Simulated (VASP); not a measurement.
Runs of VASP 6.6.1 on Ni. The structure is that of space group Fm-3m (No. 225), or close to it. The cells are those of the table. 

```csv
task,cell,k mesh,cutoff (eV),gap on the mesh (eV),pressure (GPa),moment (μB),relaxed volume (Å³/atom)
relaxation of cell and atoms,"relaxed from a = 2.492 Å, angles 60.0°, 1 atom",16 × 16 × 16,600,none,0.0,0.59,(a)
relaxation of cell and atoms,"relaxed from a = 2.492 Å, angles 60.0°, 1 atom",20 × 20 × 20,600,none,0.0,0.62,10.38
single point,"a = 2.448 Å, angles 60.0°, 1 atom",16 × 16 × 16,520,none,0.0,0.59,-
single point,"a = 2.449 Å, angles 60.0°, 1 atom",20 × 20 × 20,520,none,0.0,0.62,-
```

Alike in all rows: level PBEsol; potentials or basis VASP PAW PBE potentials, release 64 (Ni); spin collinear, ferromagnetic start; smearing fermi-dirac 0.05 eV.

**Question.** Fill in the values left out.

**Answer.** (a) 10.37.

Caveats: the PAW data sets were made with another functional, which shifts forces and pressure a little.

A gap of «none» marks levels without a gap at the run's occupations.
